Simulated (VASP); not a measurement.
A run of VASP 6.6.1 is set up as follows.

File INCAR:

```
PREC = Accurate
ENCUT = 600
EDIFF = 1E-6
ISMEAR = 0
SIGMA = 0.02
LREAL = False
LASPH = True
NELM = 120
ALGO = Normal
ISIF = 2
LWAVE = False
LCHARG = True
GGA = PE
IVDW = 12
LELF = True
LVHAR = True
NBANDS = 18
GGA_COMPAT = False
```

KPOINTS

```
Automatic mesh
0
Gamma
  6 6 6
```

File POSCAR:

```
HfO2
1.0
    0.0000000000      2.4809512161      2.4809512161
    2.4809512161      0.0000000000      2.4809512161
    2.4809512161      2.4809512161      0.0000000000
Hf O
1 2
Direct
    0.0000000000      0.0000000000      0.0000000000
    0.2500000000      0.2500000000      0.2500000000
    0.7500000000      0.7500000000      0.7500000000
```

Potentials or basis: VASP PAW PBE potentials, release 64 (Hf_pv, O).

The run is started by

```sh
$ cat potpaw_PBE.64/Hf_pv/POTCAR potpaw_PBE.64/O/POTCAR > POTCAR
$ mpirun -np 1 vasp_std > vasp.out
```

(1) Estimate the pressure.

(2) Predict the band gap on the k mesh.

(3) What does it give for the dispersion energy per atom?

Answers

(1) 14.7 GPa.

(2) 3.98 eV.

(3) -0.256 eV.

Caveat: three body term missing; the cell stands under pressure; spin-orbit coupling is left out, which moves the levels of the heavy elements.
